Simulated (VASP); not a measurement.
Write the native input for VASP 6.6.1 that does the following.

- Task: relaxation of cell and atoms
- Functional: PBE
- Potentials or basis: VASP PAW PBE potentials, release 64 (Al, Pt)
- Cutoff: 600 eV
- k mesh: 16 × 16 × 16
- Occupations: gaussian, width 0.1 eV
- Spin: no spin polarisation
- Dipole correction: no
- Further INCAR settings: ALGO = Fast; EDIFF = 1e-07; IBRION = 2; EDIFFG = -0.01; NSW = 100; ISIF = 3

The structure of Al2Pt lies in POSCAR:

```
Al2Pt
1.0
   -2.1276950967      2.1276950967      2.9052060290
    2.1276950967     -2.1276950967      2.9052060290
    2.1276950967      2.1276950967     -2.9052060290
Al Pt
2 1
Direct
    0.2500000000      0.7500000000      0.5000000000
    0.7500000000      0.2500000000      0.5000000000
    0.5000000000      0.5000000000      0.0000000000
```

One way to write it, as run:

INCAR

```
PREC = Accurate
ENCUT = 600
EDIFF = 1E-7
ISMEAR = 0
SIGMA = 0.1
LREAL = F
LASPH = T
NELM = 100
ALGO = Fast
ISIF = 3
LWAVE = F
LCHARG = F
GGA = PE
IBRION = 2
NSW = 100
EDIFFG = -0.01
```

KPOINTS

```
regular mesh
0
Gamma
  16 16 16
```

Potentials or basis: VASP PAW PBE potentials, release 64 (Al, Pt).

The run is started by

```bash
$ cat potpaw_PBE.64/Al/POTCAR potpaw_PBE.64/Pt/POTCAR > POTCAR
$ mpirun -np 1 vasp_std > vasp.out
```

It gave:

The relaxed volume is 17.51 Å³/atom. The relaxed cell is a = 4.203 Å, b = 4.203 Å, c = 4.203 Å, α = 119.96°, β = 119.96°, γ = 90.07° and the space group after relaxing (to 0.1 Å) is Fm-3m (No. 225). The energy gained by relaxing is 3.1 meV/atom, the ionic steps are 5 and the pressure after relaxing is 0.0 GPa. The band gap on the k mesh is zero (bands 8 and 9 overlap by 5.38 eV).

Caveat: spin-orbit coupling is left out, which moves the levels of the heavy elements.

It took 6.9 min on 1 thread of Intel(R) Xeon(R) 6975P-C (Granite Rapids), on a shared host, peak memory 0.49 GiB.
